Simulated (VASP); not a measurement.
Set up this calculation in VASP 6.6.1, as the native input.

```yaml
Task: relaxation of cell and atoms
Functional: PBEsol
Potentials_or_basis: VASP PAW PBE potentials, release 64 (Sr_sv)
Cutoff: 500 eV
k_mesh: 6 × 6 × 6
Occupations: gaussian, width 0.05 eV
Spin: no spin polarisation
Dipole_correction: no
Further_INCAR_settings: ALGO = Normal; EDIFF = 1e-07; IBRION = 2; EDIFFG = -0.01; NSW = 80; ISIF = 3
```

The structure of Sr lies in POSCAR:

```
Sr
1.0
   -2.4350000000      2.4350000000      2.4350000000
    2.4350000000     -2.4350000000      2.4350000000
    2.4350000000      2.4350000000     -2.4350000000
Sr
1
Direct
    0.0000000000      0.0000000000      0.0000000000
```

This isn't the form of Sr at room conditions, which is fcc.

These files were run (other wordings do the same):

INCAR

```
SYSTEM = Sr
  ALGO = Normal
  EDIFF = 1E-7
  EDIFFG = -0.01
  ENCUT = 500
  GGA = PS
  GGA_COMPAT = .False.
  IBRION = 2
  ISIF = 3
  ISMEAR = 0
  LASPH = .True.
  LCHARG = .False.
  LREAL = .False.
  LWAVE = .False.
  NELM = 120
  NELMIN = 4
  NSW = 80
  PREC = Accurate
  SIGMA = 0.05
```

KPOINTS

```
k-points
0
Gamma
  6 6 6
  0 0 0
```

Potentials or basis: VASP PAW PBE potentials, release 64 (Sr_sv).

Command:

```sh
$ cat potpaw_PBE.64/Sr_sv/POTCAR > POTCAR
$ mpirun -np 1 vasp_std > vasp.out
```

Results of the run:

- Relaxed volume: 50.69 Å³/atom
- Relaxed cell: a = 4.038 Å, b = 4.038 Å, c = 4.038 Å, α = 109.47°, β = 109.47°, γ = 109.47°
- Space group after relaxing (to 0.1 Å): Im-3m (No. 229)
- Energy gained by relaxing: 34.6 meV/atom
- Ionic steps: 4
- Pressure after relaxing: 0.0 GPa
- Band gap on the k mesh: zero (bands 5 and 6 overlap by 0.45 eV)

Caveat: the PAW data sets were made with another functional, which shifts forces and pressure a little.

Wall time 31 s on 1 thread of Intel Xeon 8259CL, on a shared host, peak memory 0.19 GiB.
